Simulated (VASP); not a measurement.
Wanted: the native input for a VASP 6.6.1 run.

| Property | Result |
| --- | --- |
| Task | single point |
| Functional | PBE |
| Potentials or basis | VASP PAW PBE potentials, release 64 (Hf_pv) |
| Cutoff | 520 eV |
| k mesh | 12 × 12 × 1 |
| Occupations | gaussian, width 0.5 eV |
| Spin | no spin polarisation |
| Dipole correction | yes |
| Further INCAR settings | ALGO = Normal; EDIFF = 1e-06; NBANDS = 28 |

The structure of Hf lies in POSCAR:

```
Hf
1.0
    3.2047644779      0.0000000000      0.0000000000
   -1.6023822390      2.7754074510      0.0000000000
    0.0000000000      0.0000000000     22.6013660601
Hf
4
Direct
    0.3333333333      0.6666666667      0.3318383491
    0.6666666667      0.3333333333      0.4439461164
    0.3333333333      0.6666666667      0.5560538836
    0.6666666667      0.3333333333      0.6681616509
```

One way to write it, as run:

INCAR

```
  PREC = Accurate
  ENCUT = 520
  EDIFF = 1E-6
  ISMEAR = 0
  SIGMA = 0.5
  LREAL = False
  LASPH = True
  NELM = 100
  ALGO = Normal
  ISIF = 2
  LWAVE = False
  LCHARG = True
  LDIPOL = True
  IDIPOL = 3
  DIPOL = 0.5 0.5 0.500
  GGA = PE
  LELF = True
  LVHAR = True
  LVACPOTAV = True
  NBANDS = 28
```

KPOINTS

```
Automatic mesh
0
Gamma
  12 12 1
```

Potentials or basis: VASP PAW PBE potentials, release 64 (Hf_pv).

Run with:

```sh
$ cat potpaw_PBE.64/Hf_pv/POTCAR > POTCAR
$ mpirun -np 1 vasp_std > vasp.out
```

Results of the run:

```
Largest force          : 0.693 eV/Å
Band gap on the k mesh : zero (bands 20 and 21 overlap by 0.96 eV)
```

Caveat: so wide a smearing shifts energies and pressures; spin-orbit coupling is left out, which moves the levels of the heavy elements.

It took 100 s on 1 thread of AMD EPYC 9R45 96-Core Processor (Zen 5), on a shared host, peak memory 0.3 GiB.
